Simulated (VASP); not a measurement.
The system is BeS.

```
CELL_PARAMETERS angstrom
0.00000 2.31730 2.24778
2.31730 0.00000 2.24778
2.31730 2.31730 0.00000
ATOMIC_POSITIONS crystal
Be 0.00000 0.00000 0.00000
S 0.50000 0.50000 0.50000
```

This cell differs from its parent crystal: uniaxial z strain -3.0%.

Base run:

| Quantity | Value |
| --- | --- |
| Program | VASP 6.6.1 |
| Functional | HSE06 |
| Potentials or basis | VASP PAW PBE potentials, release 64 (Be, S) |
| Cutoff | 520 eV |
| k mesh | 6 × 6 × 6 |
| Occupations | gaussian, width 0.01 eV |
| Spin | no spin polarisation |

Its results: band gap on the k mesh 1.54 eV, indirect (least direct gap 5.16 eV); pressure 1.7 GPa.

Question: The run is repeated on the same cell with these changes: functional from HSE06 to r2SCAN; k mesh from 6 × 6 × 6 to 10 × 10 × 10. What comes out?

Answer: Band gap on the k mesh 1.13 eV, indirect (least direct gap 4.55 eV); pressure 3.7 GPa.

Several settings changed at once, so the effect can't be laid on one alone.

Caveats: the PAW data sets were made with another functional, which shifts forces and pressure a little.

A k mesh can miss the band edges.
